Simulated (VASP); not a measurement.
# C (P6_3/mmc) in VASP: single point with HSE06

Aim: the single point of C with HSE06.

Program: VASP 6.6.1. These are calculated values, not measurements. Logs are shortened: lines on timing, memory, paths and dates and some standing lists are left out, and cuts for length are marked.

## Step 1: The cell of the first run

Symmetry: P6_3/mmc, No. 194, hexagonal system. The conventional cell has a = 2.503 Å, b = 2.503 Å, c = 4.127 Å, α = 90.00°, β = 90.00°, γ = 120.00°. C (site symmetry 3m) has 4 C at 1.54 to 1.55 Å within 2.0 Å.

## Step 2: Single point, HSE06 (uniaxial z strain -1.0%)

POSCAR reads:

```
C
1.0
    2.5031953718      0.0000000000      0.0000000000
   -1.2515976859      2.1678307826      0.0000000000
    0.0000000000      0.0000000000      4.1271805992
C
4
Direct
    0.3333333333      0.6666666667      0.0002398775
    0.6666666667      0.3333333333      0.5002398775
    0.3333333333      0.6666666667      0.3747601225
    0.6666666667      0.3333333333      0.8747601225
```

INCAR.step1 reads:

```
SYSTEM = C
PREC = Accurate
ENCUT = 520
EDIFF = 1E-5
ISMEAR = 0
SIGMA = 0.01
LREAL = .FALSE.
LASPH = .TRUE.
NELM = 80
ALGO = Normal
ISIF = 2
LWAVE = .TRUE.
GGA = PE
NBANDS = 16
```

INCAR.step2 reads:

```
SYSTEM = C
PREC = Accurate
ENCUT = 520
EDIFF = 1E-7
ISMEAR = 0
SIGMA = 0.01
LREAL = .FALSE.
LASPH = .TRUE.
NELM = 80
ALGO = Normal
ISIF = 2
LWAVE = .FALSE.
LCHARG = .TRUE.
GGA = PE
LHFCALC = .TRUE.
HFSCREEN = 0.2079
PRECFOCK = Normal
LELF = .TRUE.
LVHAR = .TRUE.
ISTART = 1
NBANDS = 16
```

KPOINTS reads:

```
Automatic mesh
0
G
  9 9 4
  0 0 0
```

Potentials or basis: VASP PAW PBE potentials, release 64 (C).

The run is started by

```
$ cat potpaw_PBE.64/C/POTCAR > POTCAR
$ cp INCAR.step1 INCAR
$ mpirun -np 1 vasp_std > vasp.out
$ cp INCAR.step2 INCAR
$ mpirun -np 1 vasp_std > vasp.out
```

OUTCAR:

```text
SYSTEM = C
   PREC = Accurate
   ENCUT = 520
   EDIFF = 1E-7
   ISMEAR = 0
   LREAL = .FALSE.
   LASPH = .TRUE.
   NELM = 80
   ISIF = 2
   GGA = PE
   LHFCALC = .TRUE.
   HFSCREEN = 0.2079
   PRECFOCK = Normal
   ISTART = 1

 ion  position               nearest neighbor table
   1  0.333  0.667  0.000-   4 1.54   4 1.54   4 1.54   3 1.55
   2  0.667  0.333  0.500-   3 1.54   3 1.54   3 1.54   4 1.55
   3  0.333  0.667  0.375-   2 1.54   2 1.54   2 1.54   1 1.55
   4  0.667  0.333  0.875-   1 1.54   1 1.54   1 1.54   2 1.55

  LATTYP: Found a hexagonal cell.
 ALAT       =     2.5031953718
 C/A-ratio  =     1.6487648730

  Lattice vectors:

 A1 = (   2.5031953718,   0.0000000000,   0.0000000000)
 A2 = (  -1.2515976859,   2.1678307826,   0.0000000000)
 A3 = (   0.0000000000,   0.0000000000,   4.1271805992)

Analysis of symmetry for initial positions (statically):
=====================================================================
 Subroutine PRICEL returns:
 Original cell was already a primitive cell.

 Routine SETGRP: Setting up the symmetry group for a
 hexagonal supercell.

 Subroutine GETGRP returns: Found 24 space group operations
 (whereof  6 operations were pure point group operations)
 out of a pool of 24 trial point group operations.

The static configuration has the point symmetry C_3v.
 The point group associated with its full space group is D_6h.

Analysis of symmetry for dynamics (positions and initial velocities):
=====================================================================
 Subroutine PRICEL returns:
 Original cell was already a primitive cell.

 Routine SETGRP: Setting up the symmetry group for a
 hexagonal supercell.

 Subroutine GETGRP returns: Found 24 space group operations
 (whereof  6 operations were pure point group operations)
 out of a pool of 24 trial point group operations.

The dynamic configuration has the point symmetry C_3v.
 The point group associated with its full space group is D_6h.

 Subroutine INISYM returns: Found 24 space group operations
 (whereof  6 operations are pure point group operations),
 and found     1 'primitive' translations

----------------------------------------------------------------------------------------

                                     Primitive cell

  volume of cell :      22.3962

  direct lattice vectors                    reciprocal lattice vectors
     2.503195372  0.000000000  0.000000000     0.399489393  0.230645309  0.000000000
    -1.251597686  2.167830783  0.000000000     0.000000000  0.461290617  0.000000000
     0.000000000  0.000000000  4.127180599     0.000000000  0.000000000  0.242296157

  length of vectors
     2.503195372  2.503195372  4.127180599     0.461290617  0.461290617  0.242296157

  position of ions in fractional coordinates (direct lattice)
     0.333333333  0.666666667  0.000239878
     0.666666667  0.333333333  0.500239878
     0.333333333  0.666666667  0.374760122
     0.666666667  0.333333333  0.874760122

  ion indices of the primitive-cell ions
   primitive index   ion index
                 1           1
                 2           2
                 3           3
                 4           4

----------------------------------------------------------------------------------------

 KPOINTS: Automatic mesh

Automatic generation of k-mesh.
 Grid dimensions read from file:
 generate k-points for:    9    9    4

 Generating k-lattice:

  Cartesian coordinates                     Fractional coordinates (reciprocal lattice)
     0.044387710  0.025627257  0.000000000     0.111111111  0.000000000  0.000000000
     0.000000000  0.051254513  0.000000000     0.000000000  0.111111111  0.000000000
     0.000000000  0.000000000  0.060574039     0.000000000  0.000000000  0.250000000

  Length of vectors
     0.051254513  0.051254513  0.060574039

  Shift w.r.t. Gamma in fractional coordinates (k-lattice)
     0.000000000  0.000000000  0.000000000

 Subroutine IBZKPT returns following result:
 ===========================================

 Found     36 irreducible k-points:

 Following reciprocal coordinates:
            Coordinates               Weight
  0.000000  0.000000  0.000000      1.000000
  0.111111  0.000000  0.000000      6.000000
  0.222222  0.000000  0.000000      6.000000
  0.333333  0.000000  0.000000      6.000000
  0.444444  0.000000  0.000000      6.000000
  0.111111  0.111111  0.000000      6.000000
[... 16 lines left out ...]
  0.333333  0.222222  0.250000     24.000000
  0.333333  0.333333  0.250000      4.000000
 [... further k-points ...]
   k-points           NKPTS =     36   k-points in BZ     NKDIM =    324   number of bands    NBANDS=     16
   number of dos      NEDOS =    301   number of ions     NIONS =      4
   total plane-waves  NPLWV =  12800
   dimension x,y,z NGX =    20 NGY =   20 NGZ =   32
   dimension x,y,z NGXF=    40 NGYF=   40 NGZF=   64
   ions per type =               4
   NGX,Y,Z   is equivalent  to a cutoff of  13.28, 13.28, 12.89 a.u.
   NGXF,Y,Z  is equivalent  to a cutoff of  26.57, 26.57, 25.78 a.u.
 SYSTEM =  C
   PREC   = accura    normal or accurate (medium, high low for compatibility)
   ISTART =      1    job   : 0-new  1-cont  2-samecut
   ICHARG =      0    charge: 1-file 2-atom 10-const
   ISPIN  =      1    spin polarized calculation?
   LNONCOLLINEAR =      F non collinear calculations
   LSORBIT =      F    spin-orbit coupling
   LASPH  =      T    aspherical Exc in radial PAW
   ENCUT  =  520.0 eV  38.22 Ry    6.18 a.u.   4.65  4.65  7.67*2*pi/ulx,y,z
   NELM   =     80;   NELMIN=  2; NELMDL=  0     # of ELM steps
   EDIFF  = 0.1E-06   stopping-criterion for ELM
   LREAL  =      F    real-space projection
   EDIFFG = 0.1E-05   stopping-criterion for IOM
   NSW    =      0    number of steps for IOM
   IBRION =     -1    ionic relax: 0-MD 1-quasi-New 2-CG
   NFREE  =      0    steps in history (QN), initial steepest desc. (CG)
   ISIF   =      2    stress and relaxation
   ISYM   =      3    0-nonsym 1-usesym 2-fastsym
   POTIM  = 0.5000    time-step for ionic-motion
   TEBEG  =    0.0;   TEEND  =   0.0 temperature during run
   PSTRESS=    0.0 pullay stress
   NELECT =      16.0000    total number of electrons
   NUPDOWN=      -1.0000    fix difference up-down
   EMIN   =  10.00;   EMAX   =-10.00  energy-range for DOS
   EFERMI =   0.00;   METHOD = LEGACY
   ISMEAR =     0;   SIGMA  =   0.01  broadening in eV -4-tet -1-fermi 0-gaus
   EFERMI_NEDOS =   21; number of points for ismear=-14 and -15
   IALGO  =     38    algorithm
   IMIX   =      1    mixing-type and parameters
     AMIX     =   0.40;   BMIX     =  1.00
     AMIX_MAG =   1.60;   BMIX_MAG =  1.00
  volume/ion in A,a.u.               =       5.60        37.78
  Fermi-wavevector in a.u.,A,eV,Ry     =   1.463492  2.765598 29.141070  2.141808
  Thomas-Fermi vector in A             =   2.579580
   LORBIT       =      0    0 simple, 1 ext, 2 COOP (PROOUT), +10 PAW based schemes
   GGA     = PE    functional components
   LHFCALC =     T    Hartree Fock is set to
   PRECFOCK=normal    Normal, Fast or Accurate (Low or Medium for compatibility)
   ENCUT4O =  -1.0   cutoff for four orbital integrals eV
   NKREDX  =     1    reduce k-point grid by
   NKREDY  =     1    reduce k-point grid by
   NKREDZ  =     1    reduce k-point grid by
   AEXX    =    0.2500 exact exchange contribution
   HFSCREEN=    0.2079 screening length (either q_TF or 0.3 A-1)
   HFSCREENC=   0.2079 screening length for correlation (either q_TF or 0.3 A-1)
   ENCUTFOCK=  -1.0 apply spherical cutoff to Coloumb kernel
   IVDW    =     0    specifies the selected vdW correction
   LEPSILON=     F    determine dielectric tensor
   LRPA    =     F    only Hartree local field effects (RPA)
 non-spin polarized calculation
 Gauss-broadening in eV      SIGMA  =   0.01
  energy-cutoff  :      520.00
  volume of cell :       22.40
 maximum number of plane-waves:       616
 NGX is ok and might be reduce to    20
  NGX = 14; NGY = 14; NGZ = 24

 number of electron      16.0000000 magnetization

 Free energy of the ion-electron system (eV)
  ---------------------------------------------------
  ext. energy  EPLUGINS =         0.00000000
  ---------------------------------------------------
  free energy    TOTEN  =       -41.99366583 eV

  energy without entropy =      -41.99366583  energy(sigma->0) =      -41.99366583

 E-fermi :   9.7355     XC(G=0): -10.8654

 val. band max:        9.6247339446   @ k =   0.0000   0.0000   0.0000
 cond. band min:      13.9587945075   @ k =   0.3333   0.3333   0.0000
 fundamental gap:      4.3340605628
 Fermi energy:         9.7355402011

 k-point     1 :       0.0000    0.0000    0.0000
  band No.  band energies     occupation
      1     -14.4432      2.00000
      2      -8.2265      2.00000
      3      -5.5086      2.00000
      4       6.1163      2.00000
      5       6.1163      2.00000
      6       9.1129      2.00000
[... 8 lines left out ...]
     15      26.0218      0.00000
     16      28.8079      0.00000

 k-point     2 :       0.1111    0.0000    0.0000
  band No.  band energies     occupation
      1     -14.1107      2.00000
      2      -7.9242      2.00000
      3      -5.2006      2.00000
      4       4.5372      2.00000
      5       5.4733      2.00000
      6       8.2889      2.00000
[... 8 lines left out ...]
     15      26.4096      0.00000
     16      27.6230      0.00000

 k-point     3 :       0.2222    0.0000    0.0000
  band No.  band energies     occupation
      1     -13.1202      2.00000
      2      -7.0223      2.00000
      3      -4.3299      2.00000
      4       1.2423      2.00000
      5       4.2030      2.00000
      6       5.4329      2.00000
[... 8 lines left out ...]
     15      25.5965      0.00000
     16      27.5043      0.00000

 k-point     4 :       0.3333    0.0000    0.0000
  band No.  band energies     occupation
      1     -11.5025      2.00000
      2      -5.5436      2.00000
      3      -3.5794      2.00000
      4      -1.6818      2.00000
      5       2.2753      2.00000
      6       3.0993      2.00000
[... 8 lines left out ...]
     15      26.9112      0.00000
     16      27.6825      0.00000

 k-point     5 :       0.4444    0.0000    0.0000
  band No.  band energies     occupation
      1      -9.4260      2.00000
      2      -5.9232      2.00000
      3      -3.6033      2.00000
      4      -0.9546      2.00000
      5      -0.5882      2.00000
      6       2.4947      2.00000
[... 8 lines left out ...]
     15      28.5508      0.00000
     16      29.7714      0.00000

 k-point     6 :       0.1111    0.1111    0.0000
  band No.  band energies     occupation
      1     -13.4491      2.00000
      2      -7.3221      2.00000
      3      -4.6078      2.00000
      4       2.4858      2.00000
      5       4.0706      2.00000
      6       6.4860      2.00000
[... 8 lines left out ...]
     15      26.5282      0.00000
     16      27.2503      0.00000
[... 267 lines left out ...]
 k-point    21 :       0.4444    0.1111    0.2500
  band No.  band energies     occupation
      1      -8.1077      2.00000
      2      -6.1675      2.00000
      3      -4.5524      2.00000
      4      -2.6492      2.00000
      5       1.2313      2.00000
      6       2.2861      2.00000
[... 8 lines left out ...]
     15      27.0096      0.00000
     16      29.7546      0.00000

 k-point    22 :       0.2222    0.2222    0.2500
  band No.  band energies     occupation
      1     -10.1024      2.00000
      2      -6.6668      2.00000
      3      -2.6174      2.00000
      4       0.2423      2.00000
      5       0.8051      2.00000
      6       0.9777      2.00000
[... 8 lines left out ...]
     15      25.0756      0.00000
     16      27.5722      0.00000

 k-point    23 :       0.3333    0.2222    0.2500
  band No.  band energies     occupation
      1      -8.0829      2.00000
      2      -5.3730      2.00000
      3      -4.2484      2.00000
      4      -1.6858      2.00000
      5      -0.7617      2.00000
      6       2.0103      2.00000
[... 8 lines left out ...]
     15      26.3199      0.00000
     16      28.0185      0.00000

 k-point    24 :       0.3333    0.3333    0.2500
  band No.  band energies     occupation
      1      -6.3038      2.00000
      2      -6.3038      2.00000
      3      -2.7749      2.00000
      4      -2.7749      2.00000
      5      -2.1475      2.00000
      6       0.9627      2.00000
[... 8 lines left out ...]
     15      27.3720      0.00000
     16      27.3720      0.00000

 [... further k-points ...]

------------------------ aborting loop because EDIFF is reached ----------------------------------------

  FORCE on cell =-STRESS in cart. coord.  units (eV):
  Direction    XX          YY          ZZ          XY          YZ          ZX
  --------------------------------------------------------------------------------------
  -------------------------------------------------------------------------------------
  Total       -0.6132603     -0.6132603      1.1816298      0.0000000     -0.0000000     -0.0000000
  in kB      -43.8714356    -43.8714356     84.5314713      0.0000000     -0.0000000     -0.0000000
  external PRESSURE =      -1.0704666 kB  Pullay stress =       0.0000000 kB

 VOLUME and BASIS-vectors are now :
 -----------------------------------------------------------------------------
  energy-cutoff  :      520.00
  volume of cell :       22.40
      direct lattice vectors                 reciprocal lattice vectors
     2.503195372  0.000000000  0.000000000     0.399489393  0.230645309  0.000000000
    -1.251597686  2.167830783  0.000000000     0.000000000  0.461290617  0.000000000
     0.000000000  0.000000000  4.127180599     0.000000000  0.000000000  0.242296157

 POSITION                                       TOTAL-FORCE (eV/Angst)
 -----------------------------------------------------------------------------------
     -0.00000      1.44522      0.00099        -0.000000      0.000000     -0.019814
      1.25160      0.72261      2.06458         0.000000     -0.000000     -0.019814
     -0.00000      1.44522      1.54670        -0.000000      0.000000      0.019814
      1.25160      0.72261      3.61029         0.000000     -0.000000      0.019814
 -----------------------------------------------------------------------------------
    total drift:                                0.000000     -0.000000      0.000001

  FREE ENERGIE OF THE ION-ELECTRON SYSTEM (eV)
  ---------------------------------------------------
  free  energy   TOTEN  =       -41.9936658259 eV

  energy  without entropy=      -41.9936658259  energy(sigma->0) =      -41.99366583
```

Run time: 30 min. Hardware: 1 thread of Intel Xeon Platinum 8488C (Sapphire Rapids), shared host; peak memory 0.24 GiB.

What came out:

* Free energy: -41.9937 eV
* Pressure: -0.1 GPa
* Largest force: 0.020 eV/Å
* Band gap on the k mesh: 4.33 eV (least direct gap 6.21 eV)

Forces on the atoms (eV/Å):
```
C    0.000  0.000 -0.020
C    0.000  0.000 -0.020
C    0.000  0.000  0.020
C    0.000  0.000  0.020
```

Stress tensor (GPa, compression positive):
```
-4.39  0.00  0.00
 0.00 -4.39  0.00
 0.00  0.00  8.45
```

Levels at points of the mesh, in eV from the valence-band top:
```csv
k point,band 4,band 5,band 6,band 7,band 8,band 9,band 10,band 11,band 12,band 13
"(0.00, 0.00, 0.00)",-3.51,-3.51,-0.51,0.00,0.00,6.21,6.21,7.02,9.50,11.30
"(0.00, 0.00, 0.50)",-7.67,-2.11,-2.11,-2.11,-2.11,8.73,8.73,8.73,8.73,9.10
```

Caveat: the cell differs from its parent crystal (uniaxial z strain -1.0%); the stress differs along the axes, from -4 to 8 GPa; the PAW data sets were made with another functional, which shifts forces and pressure a little. A k mesh can miss the band edges.
